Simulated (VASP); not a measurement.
A run of VASP 6.6.1 is set up as follows.

The input INCAR:

```
SYSTEM = Al2Ru
PREC = Accurate ; ENCUT = 520
EDIFF = 1E-7 ; ISMEAR = 0
SIGMA = 0.02 ; LREAL = .FALSE.
LASPH = .TRUE. ; NELM = 60
ALGO = Fast ; ISIF = 2
LWAVE = .FALSE. ; LCHARG = .TRUE.
GGA = PS ; LELF = .TRUE.
LVHAR = .TRUE. ; NBANDS = 17
```

The input KPOINTS:

```
regular mesh
0
G
  18 18 18
  0 0 0
```

POSCAR

```
Al2Ru
1.0
   -1.5604216200      1.5604216200      4.2218055900
    1.5604216200     -1.5604216200      4.2218055900
    1.5604216200      1.5604216200     -4.2218055900
Al Ru
2 1
Direct
    0.6592021900      0.6592021900      0.0000000000
    0.3407978100      0.3407978100      0.0000000000
    0.0000000000      0.0000000000      0.0000000000
```

Potentials or basis: VASP PAW PBE potentials, release 64 (Al, Ru_pv).

Launch:

```sh
$ cat potpaw_PBE.64/Al/POTCAR potpaw_PBE.64/Ru_pv/POTCAR > POTCAR
$ mpirun -np 1 vasp_std > vasp.out
```

Task: Predict the band gap on the k mesh.

Result: Zero (bands 10 and 11 overlap by 0.18 eV).

Task: Predict the largest force.

Result: 0.040 eV/Å.

Task: What does it give for the pressure?

Result: -0.4 GPa.

Stress tensor (GPa, compression positive):
```
-0.18  0.00  0.00
 0.00 -0.18  0.00
 0.00  0.00 -0.73
```

Caveat: the PAW data sets were made with another functional, which shifts forces and pressure a little.
